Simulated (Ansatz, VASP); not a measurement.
# BaTiO3: VASP beside Ansatz

```xyz
5
Lattice="2.8274 1.6324 2.3184 -2.8274 1.6324 2.3184 0.0000 -3.2648 2.3184" Properties=species:S:1:pos:R:3 pbc="T T T"
Ba    0.0000    0.0000    0.0000
Ti    0.0000    0.0000    3.3698
O     0.0000    1.6033    2.3988
O    -1.3885   -0.8017    2.3988
O     1.3885   -0.8017    2.3988
```

Alike in both runs: task relaxation of cell and atoms; functional PBEsol; dispersion D3(BJ); k mesh 6 × 6 × 6; no spin polarisation.

|  | VASP | Ansatz |
| --- | --- | --- |
| version | VASP 6.6.1 | Ansatz 0.2.0 |
| potentials or method | VASP PAW PBE potentials, release 64 (Ba_sv, Ti_sv, O) | plane waves, PAW |
| plane-wave cutoff (eV) | 600 | 420 |
| occupations | gaussian, width 0.01 eV | fixed |
| valence electrons in the cell | 40 | 40 |

|  | VASP | Ansatz | Ansatz less VASP |
| --- | --- | --- | --- |
| relaxed volume (Å³/atom) | 12.50 | 12.35 | -0.144 |
| relaxed cell length with the largest relative difference (Å) | 3.968 | 3.953 | -0.0153 |

VASP's potentials were made for PBE, not for PBEsol.

Neither program's run includes spin-orbit coupling.
